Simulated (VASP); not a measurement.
# KNaF2 (R-3m) in VASP: further runs

The runs below take KNaF2 through single point, relaxation of cell and atoms, with PBE, r2SCAN.

All numbers are computed with VASP 6.6.1; they aren't measurements. Logs are shortened: lines on timing, memory, paths and dates and some standing lists are left out, and cuts for length are marked.

## 1. The cell of the first run

Symmetry: R-3m, No. 166, trigonal system. The conventional cell has a = 3.566 Å, b = 3.566 Å, c = 17.715 Å, α = 90.00°, β = 90.00°, γ = 120.00°. Na (site symmetry -3m) has 6 F at 2.43 Å within 3.2 Å. K (site symmetry -3m) has 6 F at 2.64 Å within 3.5 Å. Within 3.2 Å of F (site symmetry 3m) lie 3 Na at 2.43 Å and 3 K at 2.64 Å.

## 2. Single point, PBE

INCAR

```
SYSTEM = KNaF2
PREC = Accurate
ENCUT = 520
EDIFF = 1E-6
ISMEAR = -1
SIGMA = 0.02
LREAL = .FALSE.
LASPH = .TRUE.
NELM = 100
ALGO = Normal
ISIF = 2
LWAVE = .FALSE.
LCHARG = .FALSE.
GGA = PE
NBANDS = 23
```

KPOINTS

```
Automatic mesh
0
G
  8 8 8
  0 0 0
```

POSCAR

```
KNaF2
1.0
    1.7831787607      1.0295187375      5.9050315737
   -1.7831787607      1.0295187375      5.9050315737
    0.0000000000     -2.0590374749      5.9050315738
Na K F
1 1 2
Direct
    1.0000000000      0.0000000000      0.0000000000
    0.5000000000      0.5000000000      0.5000000000
    0.2600112607      0.2600112607      0.2600112607
    0.7399887393      0.7399887393      0.7399887393
```

Potentials or basis: VASP PAW PBE potentials, release 64 (Na_pv, K_sv, F).

Started as:

```
$ cat potpaw_PBE.64/Na_pv/POTCAR potpaw_PBE.64/K_sv/POTCAR potpaw_PBE.64/F/POTCAR > POTCAR
$ mpirun -np 1 vasp_std > vasp.out
```

OUTCAR:

```text
SYSTEM = KNaF2
   PREC = Accurate
   ENCUT = 520
   EDIFF = 1E-6
   ISMEAR = -1
   LREAL = .FALSE.
   LASPH = .TRUE.
   NELM = 100
   ISIF = 2
   GGA = PE

 ion  position               nearest neighbor table
   1  0.000  0.000  0.000-
   2  0.500  0.500  0.500-   3 2.64   3 2.64   4 2.64   4 2.64   3 2.64   4 2.64
   3  0.260  0.260  0.260-   2 2.64   2 2.64   2 2.64
   4  0.740  0.740  0.740-   2 2.64   2 2.64   2 2.64

  LATTYP: Found a trigonal (rhomboedric) cell.
 ALAT       =     6.2537215488
 COS(alpha) =     0.8373917107

  Lattice vectors:

 A1 = (   1.7831787607,   1.0295187375,   5.9050315737)
 A2 = (  -1.7831787607,   1.0295187375,   5.9050315737)
 A3 = (   0.0000000000,  -2.0590374749,   5.9050315738)

Analysis of symmetry for initial positions (statically):
=====================================================================
 Subroutine PRICEL returns:
 Original cell was already a primitive cell.

 Routine SETGRP: Setting up the symmetry group for a
 trigonal (rhombohedral) supercell.

 Subroutine GETGRP returns: Found 12 space group operations
 (whereof 12 operations were pure point group operations)
 out of a pool of 12 trial point group operations.

The static configuration has the point symmetry D_3d.

Analysis of symmetry for dynamics (positions and initial velocities):
=====================================================================
 Subroutine PRICEL returns:
 Original cell was already a primitive cell.

 Routine SETGRP: Setting up the symmetry group for a
 trigonal (rhombohedral) supercell.

 Subroutine GETGRP returns: Found 12 space group operations
 (whereof 12 operations were pure point group operations)
 out of a pool of 12 trial point group operations.

The dynamic configuration has the point symmetry D_3d.

 Subroutine INISYM returns: Found 12 space group operations
 (whereof 12 operations are pure point group operations),
 and found     1 'primitive' translations

----------------------------------------------------------------------------------------

                                     Primitive cell

  volume of cell :      65.0433

  direct lattice vectors                    reciprocal lattice vectors
     1.783178761  1.029518737  5.905031574     0.280398136  0.161887939  0.056449035
    -1.783178761  1.029518737  5.905031574    -0.280398136  0.161887939  0.056449035
     0.000000000 -2.059037475  5.905031574     0.000000000 -0.323775878  0.056449035

  length of vectors
     6.253721549  6.253721549  6.253721549     0.328659874  0.328659874  0.328659874

  position of ions in fractional coordinates (direct lattice)
     0.000000000  0.000000000  0.000000000
     0.500000000  0.500000000  0.500000000
     0.260011261  0.260011261  0.260011261
     0.739988739  0.739988739  0.739988739

  ion indices of the primitive-cell ions
   primitive index   ion index
                 1           1
                 2           2
                 3           3
                 4           4

----------------------------------------------------------------------------------------

 KPOINTS: Automatic mesh

Automatic generation of k-mesh.
 Grid dimensions read from file:
 generate k-points for:    8    8    8

 Generating k-lattice:

  Cartesian coordinates                     Fractional coordinates (reciprocal lattice)
     0.035049767  0.020235992  0.007056129     0.125000000  0.000000000  0.000000000
    -0.035049767  0.020235992  0.007056129     0.000000000  0.125000000  0.000000000
     0.000000000 -0.040471985  0.007056129     0.000000000  0.000000000  0.125000000

  Length of vectors
     0.041082484  0.041082484  0.041082484

  Shift w.r.t. Gamma in fractional coordinates (k-lattice)
     0.000000000  0.000000000  0.000000000

 Subroutine IBZKPT returns following result:
 ===========================================

 Found     65 irreducible k-points:

 Following reciprocal coordinates:
            Coordinates               Weight
  0.000000  0.000000  0.000000      1.000000
  0.125000  0.000000  0.000000      6.000000
  0.250000  0.000000  0.000000      6.000000
  0.375000  0.000000  0.000000      6.000000
  0.500000  0.000000  0.000000      3.000000
  0.125000  0.125000  0.000000      6.000000
[... 16 lines left out ...]
  0.250000  0.125000  0.125000      6.000000
  0.375000  0.125000  0.125000      6.000000
 [... further k-points ...]
   k-points           NKPTS =     65   k-points in BZ     NKDIM =     65   number of bands    NBANDS=     23
   number of dos      NEDOS =    301   number of ions     NIONS =      4
   total plane-waves  NPLWV = 110592
   dimension x,y,z NGX =    48 NGY =   48 NGZ =   48
   dimension x,y,z NGXF=    96 NGYF=   96 NGZF=   96
   ions per type =               1   1   2
   NGX,Y,Z   is equivalent  to a cutoff of  12.76, 12.76, 12.76 a.u.
   NGXF,Y,Z  is equivalent  to a cutoff of  25.52, 25.52, 25.52 a.u.
 SYSTEM =  KNaF2
[... 69 lines left out ...]
      4     -21.9293      2.00000
      5     -21.4211      2.00000
      6     -21.2088      2.00000
[... 15 lines left out ...]
     22      10.5725      0.00000
     23      11.4318      0.00000

 k-point     2 :       0.1250    0.0000    0.0000
  band No.  band energies     occupation
      1     -28.8162      2.00000
      2     -22.1586      2.00000
      3     -21.9750      2.00000
      4     -21.9310      2.00000
      5     -21.3776      2.00000
      6     -21.2213      2.00000
[... 15 lines left out ...]
     22      10.5946      0.00000
     23      11.5307      0.00000

 k-point     3 :       0.2500    0.0000    0.0000
  band No.  band energies     occupation
      1     -28.7804      2.00000
      2     -22.1195      2.00000
      3     -22.0491      2.00000
      4     -21.9352      2.00000
      5     -21.3110      2.00000
      6     -21.2395      2.00000
[... 15 lines left out ...]
     22      10.6746      0.00000
     23      11.8740      0.00000

 k-point     4 :       0.3750    0.0000    0.0000
  band No.  band energies     occupation
      1     -28.7440      2.00000
      2     -22.1526      2.00000
      3     -22.0248      2.00000
      4     -21.9394      2.00000
      5     -21.3482      2.00000
      6     -21.1806      2.00000
[... 15 lines left out ...]
     22      11.2089      0.00000
     23      11.9815      0.00000

 k-point     5 :       0.5000    0.0000    0.0000
  band No.  band energies     occupation
      1     -28.7288      2.00000
      2     -22.1752      2.00000
      3     -21.9984      2.00000
      4     -21.9412      2.00000
      5     -21.3786      2.00000
      6     -21.1483      2.00000
[... 15 lines left out ...]
     22      11.8268      0.00000
     23      12.3617      0.00000

 k-point     6 :       0.1250    0.1250    0.0000
  band No.  band energies     occupation
      1     -28.8162      2.00000
      2     -22.1577      2.00000
      3     -21.9753      2.00000
      4     -21.9310      2.00000
      5     -21.3828      2.00000
      6     -21.2168      2.00000
[... 15 lines left out ...]
     22      10.5855      0.00000
     23      11.6526      0.00000

 k-point     7 :       0.2500    0.1250    0.0000
  band No.  band energies     occupation
      1     -28.7909      2.00000
      2     -22.1228      2.00000
      3     -22.0372      2.00000
      4     -21.9364      2.00000
      5     -21.3225      2.00000
      6     -21.2381      2.00000
[... 353 lines left out ...]
     22      11.3319      0.00000
     23      12.2152      0.00000

 k-point    21 :       0.5000    0.5000    0.0000
  band No.  band energies     occupation
      1     -28.7287      2.00000
      2     -22.1831      2.00000
      3     -21.9986      2.00000
      4     -21.9412      2.00000
      5     -21.3412      2.00000
      6     -21.1780      2.00000
[... 15 lines left out ...]
     22      11.5265      0.00000
     23      11.8478      0.00000

 k-point    22 :       0.1250    0.1250    0.1250
  band No.  band energies     occupation
      1     -28.8310      2.00000
      2     -22.1768      2.00000
      3     -21.9293      2.00000
      4     -21.9293      2.00000
      5     -21.4330      2.00000
      6     -21.1992      2.00000
[... 15 lines left out ...]
     22      10.5642      0.00000
     23      11.5215      0.00000

 k-point    23 :       0.2500    0.1250    0.1250
  band No.  band energies     occupation
      1     -28.8162      2.00000
      2     -22.1560      2.00000
      3     -21.9759      2.00000
      4     -21.9310      2.00000
      5     -21.3905      2.00000
      6     -21.2102      2.00000
[... 15 lines left out ...]
     22      10.5856      0.00000
     23      11.8796      0.00000

 k-point    24 :       0.3750    0.1250    0.1250
  band No.  band energies     occupation
      1     -28.7803      2.00000
      2     -22.1201      2.00000
      3     -22.0488      2.00000
      4     -21.9352      2.00000
      5     -21.3077      2.00000
      6     -21.2425      2.00000
[... 15 lines left out ...]
     22      10.6689      0.00000
     23      12.4319      0.00000

 [... further k-points ...]
[... 5 lines left out ...]
  --------------------------------------------------------------------------------------
  -------------------------------------------------------------------------------------
  Total       -0.0119575     -0.0119575     -0.0001222      0.0000000      0.0000000     -0.0000000
  in kB       -0.2945428     -0.2945428     -0.0030099      0.0000000      0.0000000     -0.0000000
  external PRESSURE =      -0.1973652 kB  Pullay stress =       0.0000000 kB

 VOLUME and BASIS-vectors are now :
 -----------------------------------------------------------------------------
  energy-cutoff  :      520.00
  volume of cell :       65.04
      direct lattice vectors                 reciprocal lattice vectors
     1.783178761  1.029518737  5.905031574     0.280398136  0.161887939  0.056449035
    -1.783178761  1.029518737  5.905031574    -0.280398136  0.161887939  0.056449035
     0.000000000 -2.059037475  5.905031574     0.000000000 -0.323775878  0.056449035

 POSITION                                       TOTAL-FORCE (eV/Angst)
 -----------------------------------------------------------------------------------
      0.00000      0.00000      0.00000         0.000000     -0.000000      0.000000
      0.00000      0.00000      8.85755         0.000000     -0.000000      0.000000
      0.00000      0.00000      4.60612         0.000000      0.000000      0.016265
      0.00000      0.00000     13.10897         0.000000     -0.000000     -0.016265
 -----------------------------------------------------------------------------------
    total drift:                               -0.000000      0.000000     -0.000000

  FREE ENERGIE OF THE ION-ELECTRON SYSTEM (eV)
  ---------------------------------------------------
  free  energy   TOTEN  =       -16.7218611009 eV

  energy  without entropy=      -16.7218611009  energy(sigma->0) =      -16.72186110
```

Wall time 3.5 min (1 thread of AMD EPYC 7R13 (Zen 3), shared host); peak memory 0.33 GiB.

What came out:

```yaml
Free_energy: -16.7219 eV
Pressure: 0.0 GPa
Largest_force: 0.016 eV/Å
Band_gap_on_the_k_mesh: 5.92 eV, direct
```

Forces on the atoms (eV/Å):
```
Na   0.000  0.000  0.000
K    0.000  0.000  0.000
F    0.000  0.000  0.016
F    0.000  0.000 -0.016
```

A k mesh can miss the band edges. As with any semilocal functional, this PBE gap is likely too small.

## 3. Relaxation of cell and atoms, PBE

This run uses another cell than the first one, of 11.93 Å³/atom, 0.734 times its volume.

INCAR

```
PREC = Accurate ; ENCUT = 600
EDIFF = 1E-7 ; ISMEAR = -1
SIGMA = 0.02 ; LREAL = F
LASPH = T ; NELM = 100
ALGO = Normal ; ISIF = 3
LWAVE = F ; LCHARG = F
GGA = PE ; IBRION = 2
NSW = 80 ; EDIFFG = -0.005
```

KPOINTS

```
regular mesh
0
Gamma
  8 8 8
```

POSCAR

```
KNaF2
1.0
    1.6157662186      0.9328630613      5.2770703723
   -1.6157662186      0.9328630613      5.2770703723
    0.0000000000     -1.8657261225      5.2770703723
Na K F
1 1 2
Direct
    1.0000000000      0.0000000000      0.0000000000
    0.5000000000      0.5000000000      0.5000000000
    0.2500000000      0.2500000000      0.2500000000
    0.7500000000      0.7500000000      0.7500000000
```

Potentials or basis: VASP PAW PBE potentials, release 64 (Na_pv, K_sv, F).

Started as:

```
$ cat potpaw_PBE.64/Na_pv/POTCAR potpaw_PBE.64/K_sv/POTCAR potpaw_PBE.64/F/POTCAR > POTCAR
$ mpirun -np 1 vasp_std > vasp.out
```

Wall time 22 min (1 thread of AMD EPYC 7R13 (Zen 3), shared host); peak memory 0.38 GiB.

Results (log left out):

| Item | Value |
| --- | --- |
| Free energy | -16.6952 eV |
| Relaxed volume | 16.12 Å³/atom |
| Relaxed cell | a = 6.234 Å, b = 6.234 Å, c = 6.234 Å, α = 33.15°, β = 33.15°, γ = 33.15° |
| Space group after relaxing (to 0.05 Å) | R-3m (No. 166) |
| Energy gained by relaxing | 355.6 meV/atom |
| Ionic steps | 8 |
| Pressure after relaxing | 0.0 GPa |
| Largest force after relaxing | 0.004 eV/Å |
| Band gap on the k mesh | 5.96 eV, direct |

Forces on the atoms (eV/Å):
```
Na   0.000  0.000  0.000
K    0.000  0.000  0.000
F    0.000  0.000 -0.004
F    0.000  0.000  0.004
```

Step by step:
```
step  energy change (eV)  largest force (eV/Å)  pressure (GPa)  volume (Å³)
   1              0.0000                2.3861           28.22        47.72
   2             -1.4027                0.3080            0.90        63.76
   3             -1.4102                0.1656           -0.83        66.24
   4             -1.4113                0.2021           -0.40        65.56
   5             -1.4109                0.2240           -0.13        65.17
   6             -1.4155                0.1783            0.00        64.85
   7             -1.4213                0.0335            0.44        63.89
   8             -1.4222                0.0035            0.02        64.49
```

Final structure:
```
Na K F
1.0
     1.77839    1.02676    5.88590
    -1.77839    1.02676    5.88590
     0.00000   -2.05351    5.88590
Na K F
1 1 2
Direct
  0.00000 0.00000 0.00000
  0.50000 0.50000 0.50000
  0.26033 0.26033 0.26033
  0.73967 0.73967 0.73967
```

Levels at points of the mesh, in eV from the valence-band top:
```
           k point  band 12  band 13  band 14  band 15  band 16  band 17  band 18  band 19
(0.00, 0.00, 0.00)    -0.33    -0.05    -0.05     0.00     5.96     9.16    10.31    11.29
(0.50, 0.00, 0.00)    -0.51    -0.44    -0.15    -0.14     8.58     9.99    10.59    11.65
(0.50, 0.50, 0.00)    -0.35    -0.31    -0.28    -0.20     8.48    10.54    10.68    11.28
(0.50, 0.50, 0.50)    -0.19    -0.19    -0.19    -0.19     7.40     7.66     9.78    11.34
```

Caveat: the volume moved by over 15 % at a fixed basis, so the end points are rough. As with any semilocal functional, this PBE gap is likely too small.

## 4. Single point, r2SCAN

This run uses another cell than the first one, of 15.23 Å³/atom, 0.937 times its volume.

POSCAR

```
KNaF2
1.0
    1.7391397354      1.0040927945      5.8155052170
   -1.7391397354      1.0040927945      5.8155052170
    0.0000000000     -2.0081855887      5.8155052171
Na K F
1 1 2
Direct
    1.0000000000      0.0000000000      0.0000000000
    0.5000000000      0.5000000000      0.5000000000
    0.2610994597      0.2610994597      0.2610994597
    0.7389005403      0.7389005403      0.7389005403
```

INCAR.step1

```
SYSTEM = KNaF2
ALGO     = Normal         ! electronic algorithm
EDIFF    = 1E-4           ! SCF threshold, eV
ENCUT    = 520            ! plane-wave cutoff, eV
GGA      = PE             ! functional
ISMEAR   = -1             ! smearing method
LASPH    = .True.         ! aspherical terms in the spheres
LCHARG   = .False.        ! write CHGCAR
LREAL    = .False.        ! projectors in reciprocal space
LWAVE    = .True.         ! write WAVECAR
NBANDS   = 23             ! bands
NELM     = 100            ! most SCF steps
PREC     = Accurate       ! precision mode
SIGMA    = 0.02           ! smearing width, eV
```

INCAR.step2

```
SYSTEM = KNaF2
ALGO     = Normal         ! electronic algorithm
EDIFF    = 1E-7           ! SCF threshold, eV
ENCUT    = 520            ! plane-wave cutoff, eV
ISIF     = 2              ! what is computed and relaxed
ISMEAR   = -1             ! smearing method
ISTART   = 1            
LASPH    = .True.         ! aspherical terms in the spheres
LCHARG   = .False.        ! write CHGCAR
LMIXTAU  = .True.       
LREAL    = .False.        ! projectors in reciprocal space
LWAVE    = .False.        ! write WAVECAR
METAGGA  = R2SCAN         ! meta-GGA
NBANDS   = 23             ! bands
NELM     = 100            ! most SCF steps
PREC     = Accurate       ! precision mode
SIGMA    = 0.02           ! smearing width, eV
```

KPOINTS

```
k-points
0
Gamma
  8 8 8
  0 0 0
```

Started as:

```
$ cat potpaw_PBE.64/Na_pv/POTCAR potpaw_PBE.64/K_sv/POTCAR potpaw_PBE.64/F/POTCAR > POTCAR
$ cp INCAR.step1 INCAR
$ mpirun -np 1 vasp_std > vasp.out
$ cp INCAR.step2 INCAR
$ mpirun -np 1 vasp_std > vasp.out
```

Wall time 16 min (1 thread of AMD EPYC 7R13 (Zen 3), shared host); peak memory 0.38 GiB.

It converged, with:

* Free energy: -27.4124 eV
* Pressure: -0.2 GPa
* Largest force: 0.034 eV/Å
* Band gap on the k mesh: 6.99 eV, direct

Forces on the atoms (eV/Å):
```
Na   0.000  0.000  0.000
K    0.000  0.000  0.000
F    0.000  0.000  0.034
F    0.000  0.000 -0.034
```

Stress tensor (GPa, compression positive):
```
-0.23  0.00  0.00
 0.00 -0.23  0.00
 0.00  0.00 -0.09
```

Levels at points of the mesh, in eV from the valence-band top:
```csv
k point,band 13,band 14,band 15,band 16,band 17,band 18
"(0.00, 0.00, 0.00)",-0.05,-0.05,0.00,6.99,9.98,11.38
"(0.50, 0.00, 0.00)",-0.47,-0.16,-0.14,9.20,11.15,11.83
"(0.50, 0.50, 0.00)",-0.34,-0.30,-0.21,9.09,11.70,11.87
"(0.50, 0.50, 0.50)",-0.21,-0.19,-0.19,8.31,8.88,10.60
```

Caveat: the PAW data sets were made with another functional, which shifts forces and pressure a little. r2SCAN opens gaps a little over a GGA but as a rule still falls short of measured ones.

## 5. Summary

```csv
task,level,cell,cutoff (eV),gap on the mesh (eV),pressure (GPa),largest force (eV/Å)
single point,PBE,"a = 6.254 Å, angles 33.1°, 4 atoms",520,5.92,0.0,0.02
relaxation of cell and atoms,PBE,"relaxed from a = 5.597 Å, angles 33.6°, 4 atoms",600,5.96,0.0,-
single point,r2SCAN,"a = 6.152 Å, angles 32.8°, 4 atoms",520,6.99,-0.2,0.03
```

Alike in all rows: potentials or basis VASP PAW PBE potentials, release 64 (Na_pv, K_sv, F); no spin polarisation; k mesh 8 × 8 × 8; smearing fermi-dirac 0.02 eV.

Caveats: the volume moved by over 15 % at a fixed basis, so the end points are rough (some runs); the PAW data sets were made with another functional, which shifts forces and pressure a little (some runs).

Total energies depend on the potentials used, so only differences within one code and one set of settings carry meaning.
